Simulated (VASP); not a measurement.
Os, 1 atom in the cell. It takes space group Fm-3m (No. 225, cubic). The conventional cell has a = 3.860 Å, b = 3.860 Å, c = 3.860 Å, α = 90.00°, β = 90.00°, γ = 90.00°. Within 3.6 Å of Os (site symmetry m-3m) lie 12 Os at 2.73 Å. This isn't the form of Os at room conditions, which is hcp.

- Program: VASP 6.6.1
- Task: single point
- Functional: PBE
- Potentials or basis: VASP PAW PBE potentials, release 64 (Os)
- Cutoff: 520 eV
- k mesh: 12 × 12 × 12
- Occupations: fermi-dirac, width 0.1 eV
- Spin: no spin polarisation
- Dipole correction: no
- Further INCAR settings: ALGO = Normal; EDIFF = 1e-06; NBANDS = 10

Potentials or basis: VASP PAW PBE potentials, release 64 (Os).

Command:

```bash
$ cat potpaw_PBE.64/Os/POTCAR > POTCAR
$ mpirun -np 1 vasp_std > vasp.out
```

Hardware: 1 thread of Oxide Virtual Turin-like Processor (shared host).

Question: How long does it take, and how much memory?

Answer: Run time: 6.3 s on 1 thread of Oxide Virtual Turin-like Processor (shared host), peak memory 0.09 GiB. Counts: scf iterations 12, k points 72.
